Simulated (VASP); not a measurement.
Wanted: the native input for a VASP 6.6.1 run.

- Task: single point
- Functional: PBEsol
- Potentials or basis: VASP PAW PBE potentials, release 64 (Yb)
- Cutoff: 520 eV
- k mesh: 8 × 8 × 8
- Occupations: fermi-dirac, width 0.1 eV
- Spin: no spin polarisation
- Dipole correction: no
- Further INCAR settings: ALGO = Normal; EDIFF = 1e-06; NBANDS = 31

The structure of Yb lies in POSCAR:

```
Yb
1.0
    0.0000000000      4.1687677301      4.1687677301
    4.1687677301      0.0000000000      4.1687677301
    4.1687677301      4.1687677301      0.0000000000
Yb
2
Direct
    0.1250000000      0.1250000000      0.1250000000
    0.8750000000      0.8750000000      0.8750000000
```

This isn't the form of Yb at room conditions, which is fcc.

One way to write it, as run:

INCAR

```
SYSTEM = Yb
PREC     = Accurate       ! precision mode
ENCUT    = 520            ! plane-wave cutoff, eV
EDIFF    = 1E-6           ! SCF threshold, eV
ISMEAR   = -1             ! smearing method
SIGMA    = 0.1            ! smearing width, eV
LREAL    = .FALSE.        ! projectors in reciprocal space
LASPH    = .TRUE.         ! aspherical terms in the spheres
NELM     = 80             ! most SCF steps
ALGO     = Normal         ! electronic algorithm
ISIF     = 2              ! what is computed and relaxed
LWAVE    = .FALSE.        ! write WAVECAR
LCHARG   = .FALSE.        ! write CHGCAR
GGA      = PS             ! functional
NBANDS   = 31             ! bands
```

KPOINTS

```
Automatic mesh
0
G
  8 8 8
  0 0 0
```

Potentials or basis: VASP PAW PBE potentials, release 64 (Yb).

The run is started by

```bash
$ cat potpaw_PBE.64/Yb/POTCAR > POTCAR
$ mpirun -np 1 vasp_std > vasp.out
```

It gave:

```json
{
 "Pressure": "-0.6 GPa",
 "Band gap on the k mesh": "zero (bands 24 and 25 overlap by 1.15 eV)"
}
```

Caveat: the PAW data sets were made with another functional, which shifts forces and pressure a little; spin-orbit coupling is left out, which moves the levels of the heavy elements.

Run time: 11 min on 1 thread of Intel Xeon 8259CL (shared host), peak memory 0.39 GiB.
